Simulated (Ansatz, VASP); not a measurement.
# Two plane-wave programs on MgCd2SeS2

```
CELL_PARAMETERS angstrom
4.68753 0.00000 0.00000
-2.34376 4.05952 0.00000
0.00000 0.00000 8.15807
ATOMIC_POSITIONS crystal
Mg 0.66667 0.33333 0.00000
Cd 0.33333 0.66667 0.00000
Cd 0.33333 0.66667 0.50000
Se 0.00000 0.00000 0.50000
S 0.00000 0.00000 0.17272
S 0.00000 0.00000 0.82728
```

Alike in both runs: functional PBE; k mesh 12 × 12 × 6; occupations gaussian, width 0.1 eV; no spin polarisation.

Ansatz relaxed the structure, and its values are those at the end. VASP's run is a single point on that final structure, the one shown.

|  | VASP | Ansatz |
| --- | --- | --- |
| version | VASP 6.6.1 | Ansatz 0.2.0 |
| potentials or method | VASP PAW PBE potentials, release 64 (Mg, Cd, Se, S), cutoff 520 eV | scalar-relativistic, plane waves, PAW |
| valence electrons in the cell | 44 | 78 |

|  | VASP | Ansatz | Ansatz less VASP |
| --- | --- | --- | --- |
| gap on the k mesh at the Fermi level (eV) | none | none | - |
| pressure (GPa) | 0.1 | 0.0 | -0.08 |
| rms of the force components (eV/Å) | 0.003 | 0.001 | -0.0024 |

A gap of «none» marks a metal or a gap that the smearing closes. With one functional, cell and mesh, what is left measures potentials, basis and numerics. VASP's potentials hold 44 valence electrons a cell and Ansatz's 78, so a difference there can come from the potentials and not from the codes.
